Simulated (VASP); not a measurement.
# In (I4/mmm) in VASP: single point with r2SCAN

Aim: the single point of In with r2SCAN.

All numbers are computed with VASP 6.6.1; they aren't measurements. Logs are shortened: lines on timing, memory, paths and dates and some standing lists are left out, and cuts for length are marked.

**1. The cell of the first run**

Symmetry: I4/mmm, No. 139, tetragonal system. Conventional cell: a = 3.256 Å, b = 3.256 Å, c = 4.954 Å, α = 90.00°, β = 90.00°, γ = 90.00°. In (site symmetry 4/mmm) has 12 In at 3.26 to 3.38 Å within 4.3 Å.

**2. Single point, r2SCAN**

POSCAR reads:

```
In
1.0
   -1.6281315400      1.6281315400      2.4771169500
    1.6281315400     -1.6281315400      2.4771169500
    1.6281315400      1.6281315400     -2.4771169500
In
1
Direct
    0.0000000000      0.0000000000      0.0000000000
```

INCAR.step1 reads:

```
SYSTEM = In
PREC = Accurate
ENCUT = 520
ISMEAR = 0
SIGMA = 0.1073
LREAL = .False.
LASPH = .True.
NELM = 80
NBANDS = 12
GGA = PE
ALGO = Normal
EDIFF = 1E-4
LWAVE = .True.
LCHARG = .False.
```

INCAR.step2 reads:

```
SYSTEM = In
PREC = Accurate
ENCUT = 520
EDIFF = 1E-6
ISMEAR = 0
SIGMA = 0.1073
LREAL = .False.
LASPH = .True.
NELM = 80
ALGO = Normal
ISIF = 2
LWAVE = .False.
LCHARG = .False.
METAGGA = R2SCAN
LMIXTAU = .True.
NBANDS = 12
ISTART = 1
```

KPOINTS reads:

```
Automatic mesh
0
Gamma
  14 14 14
  0 0 0
```

Potentials or basis: VASP PAW PBE potentials, release 64 (In_d).

On the command line:

```
$ cat potpaw_PBE.64/In_d/POTCAR > POTCAR
$ cp INCAR.step1 INCAR
$ mpirun -np 1 vasp_std > vasp.out
$ cp INCAR.step2 INCAR
$ mpirun -np 1 vasp_std > vasp.out
```

OUTCAR:

```text
SYSTEM = In
   PREC = Accurate
   ENCUT = 520
   EDIFF = 1E-6
   ISMEAR = 0
   LREAL = .False.
   LASPH = .True.
   NELM = 80
   ISIF = 2
   METAGGA = R2SCAN
   ISTART = 1

 ion  position               nearest neighbor table
   1  0.000  0.000  0.000-

  LATTYP: Found a body centered tetragonal cell.
 ALAT       =     3.2562630800
 C/A-ratio  =     1.5214476774

  Lattice vectors:

 A1 = (  -1.6281315400,   1.6281315400,   2.4771169500)
 A2 = (   1.6281315400,  -1.6281315400,   2.4771169500)
 A3 = (   1.6281315400,   1.6281315400,  -2.4771169500)

Analysis of symmetry for initial positions (statically):
=====================================================================
 Subroutine PRICEL returns:
 Original cell was already a primitive cell.

 Routine SETGRP: Setting up the symmetry group for a
 body centered tetragonal supercell.

 Subroutine GETGRP returns: Found 16 space group operations
 (whereof 16 operations were pure point group operations)
 out of a pool of 16 trial point group operations.

The static configuration has the point symmetry D_4h.

Analysis of symmetry for dynamics (positions and initial velocities):
=====================================================================
 Subroutine PRICEL returns:
 Original cell was already a primitive cell.

 Routine SETGRP: Setting up the symmetry group for a
 body centered tetragonal supercell.

 Subroutine GETGRP returns: Found 16 space group operations
 (whereof 16 operations were pure point group operations)
 out of a pool of 16 trial point group operations.

The dynamic configuration has the point symmetry D_4h.

 Subroutine INISYM returns: Found 16 space group operations
 (whereof 16 operations are pure point group operations),
 and found     1 'primitive' translations

----------------------------------------------------------------------------------------

                                     Primitive cell

  volume of cell :      26.2655

  direct lattice vectors                    reciprocal lattice vectors
    -1.628131540  1.628131540  2.477116950     0.000000000  0.307100494  0.201847555
     1.628131540 -1.628131540  2.477116950     0.307100494  0.000000000  0.201847555
     1.628131540  1.628131540 -2.477116950     0.307100494  0.307100494  0.000000000

  length of vectors
     3.381971763  3.381971763  3.381971763     0.367495781  0.367495781  0.434305683

  position of ions in fractional coordinates (direct lattice)
     0.000000000  0.000000000  0.000000000
[... 78 lines left out ...]
   EDIFFG = 0.1E-04   stopping-criterion for IOM
   NSW    =      0    number of steps for IOM
   IBRION =     -1    ionic relax: 0-MD 1-quasi-New 2-CG
   NFREE  =      0    steps in history (QN), initial steepest desc. (CG)
   ISIF   =      2    stress and relaxation
   ISYM   =      2    0-nonsym 1-usesym 2-fastsym
   POTIM  = 0.5000    time-step for ionic-motion
   TEBEG  =    0.0;   TEEND  =   0.0 temperature during run
   PSTRESS=    0.0 pullay stress
   NELECT =      13.0000    total number of electrons
   NUPDOWN=      -1.0000    fix difference up-down
   EMIN   =  10.00;   EMAX   =-10.00  energy-range for DOS
   EFERMI =   0.00;   METHOD = LEGACY
   ISMEAR =     0;   SIGMA  =   0.11  broadening in eV -4-tet -1-fermi 0-gaus
   EFERMI_NEDOS =   21; number of points for ismear=-14 and -15
   IALGO  =     38    algorithm
   IMIX   =      4    mixing-type and parameters
     AMIX     =   0.40;   BMIX     =  1.00
     AMIX_MAG =   1.60;   BMIX_MAG =  1.00
  volume/ion in A,a.u.               =      26.27       177.25
  Fermi-wavevector in a.u.,A,eV,Ry     =   1.294973  2.447145 22.816367  1.676956
  Thomas-Fermi vector in A             =   2.426522
   LORBIT       =      0    0 simple, 1 ext, 2 COOP (PROOUT), +10 PAW based schemes
   METAGGA = R2SCAN    functional components
   LHFCALC =     F    Hartree Fock is set to
   AEXX    =    0.0000 exact exchange contribution
   IVDW    =     0    specifies the selected vdW correction
   LEPSILON=     F    determine dielectric tensor
   LRPA    =     F    only Hartree local field effects (RPA)
 non-spin polarized calculation
 Gauss-broadening in eV      SIGMA  =   0.11
  energy-cutoff  :      520.00
  volume of cell :       26.27
 maximum number of plane-waves:       722
 NGX is ok and might be reduce to    28
   NGX = 13   NGY = 13   NGZ = 13

 number of electron      13.0000005 magnetization

 Free energy of the ion-electron system (eV)
  ---------------------------------------------------
  ext. energy  EPLUGINS =         0.00000000
  ---------------------------------------------------
  free energy    TOTEN  =       -22.57671523 eV

  energy without entropy =      -22.57443726  energy(sigma->0) =      -22.57557624

 E-fermi :   7.4968     XC(G=0): -11.0560

 val. band max:        7.4846886644   @ k =   0.2857   0.2143   0.0714
 cond. band min:       7.4978060052   @ k =  -0.2857   0.2857   0.2857
 fundamental gap:      0.0131173408
 Fermi energy:         7.4967960358

 k-point     1 :       0.0000    0.0000    0.0000
  band No.  band energies     occupation
      1      -7.8596      2.00000
      2      -7.7513      2.00000
      3      -7.7513      2.00000
      4      -7.6700      2.00000
      5      -7.5548      2.00000
      6      -2.5690      2.00000
      7      18.5592      0.00000
      8      18.5592      0.00000
      9      18.7773      0.00000
     10      19.6218      0.00000
     11      21.8896      0.00000
     12      22.1210      0.00000
[... 331 lines left out ...]
 k-point    24 :       0.2857    0.1429    0.0000
  band No.  band energies     occupation
      1      -7.8020      2.00000
      2      -7.7714      2.00000
      3      -7.7013      2.00000
      4      -7.5705      2.00000
      5      -7.5161      2.00000
      6       0.4172      2.00000
      7       8.6086      0.00000
      8      12.9850      0.00000
      9      16.0304      0.00000
     10      19.0237      0.00000
     11      20.8672      0.00000
     12      22.4593      0.00000

 [... further k-points ...]
[... 5 lines left out ...]
  --------------------------------------------------------------------------------------
  -------------------------------------------------------------------------------------
  Total       -0.0347410     -0.0347410      0.0638127      0.0000000     -0.0000000      0.0000000
  in kB       -2.1191773     -2.1191773      3.8925324      0.0000000     -0.0000000      0.0000000
  external PRESSURE =      -0.1152740 kB  Pullay stress =       0.0000000 kB

 VOLUME and BASIS-vectors are now :
 -----------------------------------------------------------------------------
  energy-cutoff  :      520.00
  volume of cell :       26.27
      direct lattice vectors                 reciprocal lattice vectors
    -1.628131540  1.628131540  2.477116950     0.000000000  0.307100494  0.201847555
     1.628131540 -1.628131540  2.477116950     0.307100494  0.000000000  0.201847555
     1.628131540  1.628131540 -2.477116950     0.307100494  0.307100494  0.000000000

 POSITION                                       TOTAL-FORCE (eV/Angst)
 -----------------------------------------------------------------------------------
      0.00000      0.00000      0.00000         0.000000      0.000000     -0.000000
 -----------------------------------------------------------------------------------
    total drift:                                0.000000     -0.000000     -0.000000

  FREE ENERGIE OF THE ION-ELECTRON SYSTEM (eV)
  ---------------------------------------------------
  free  energy   TOTEN  =       -22.5767152265 eV

  energy  without entropy=      -22.5744372611  energy(sigma->0) =      -22.57557624
```

OUTCAR.step1:

```text
SYSTEM = In
   PREC = Accurate
   ENCUT = 520
   ISMEAR = 0
   LREAL = .False.
   LASPH = .True.
   NELM = 80
[... 578 lines left out ...]
 -----------------------------------------------------------------------------------
      0.00000      0.00000      0.00000         0.000000     -0.000000      0.000000
 -----------------------------------------------------------------------------------
    total drift:                               -0.000000     -0.000000     -0.000000

  FREE ENERGIE OF THE ION-ELECTRON SYSTEM (eV)
  ---------------------------------------------------
  free  energy   TOTEN  =        -2.5562988933 eV

  energy  without entropy=       -2.5538379087  energy(sigma->0) =       -2.55506840
```

Wall time 6.3 min (1 thread of Intel Xeon Platinum 8259CL at 2.50GHz (Skylake/Cascade Lake), shared host); peak memory 0.22 GiB.

Results:

| Quantity | Value |
| --- | --- |
| Free energy | -22.5767 eV |
| Pressure | 0.0 GPa |

Caveat: the PAW data sets were made with another functional, which shifts forces and pressure a little; spin-orbit coupling is left out, which moves the levels of the heavy elements.
